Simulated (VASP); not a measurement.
A run of VASP 6.6.1:

Contents of INCAR:

```
SYSTEM = KCl
ALGO = Normal ; EDIFF = 1E-7
ENCUT = 520 ; GGA = PS
ISIF = 2 ; ISMEAR = 0
LASPH = .TRUE. ; LCHARG = .FALSE.
LREAL = .FALSE. ; LWAVE = .FALSE.
NBANDS = 24 ; NELM = 100
PREC = Accurate ; SIGMA = 0.05
```

Contents of KPOINTS:

```
k-points
0
G
  6 6 6
  0 0 0
```

POSCAR

```
KCl
1.0
    0.0000000000     -3.1207041401     -2.9749672567
   -3.1207041401      0.0000000000     -2.9749672567
    3.1207041401      3.1207041401     -5.9499345136
K Cl
2 2
Direct
    0.5000000000      0.5000000000      0.5000000000
    0.0000000000      1.0000000000      0.0000000000
    0.7609961857      0.7549528727      0.7500000000
    0.2390038143      0.2450471273      0.2500000000
```

Potentials or basis: VASP PAW PBE potentials, release 64 (K_sv, Cl).

Command:

```bash
$ cat potpaw_PBE.64/K_sv/POTCAR potpaw_PBE.64/Cl/POTCAR > POTCAR
$ mpirun -np 1 vasp_std > vasp.out
```

Hardware: 1 thread of Intel(R) Xeon(R) Platinum 8488C (Sapphire Rapids), on a shared host.

Task: How long does it take, and how much memory?

Result: It took 3.4 min on 1 thread of Intel(R) Xeon(R) Platinum 8488C (Sapphire Rapids), with other jobs on the host, peak memory 0.39 GiB. Counts: scf iterations 15, k points 112.
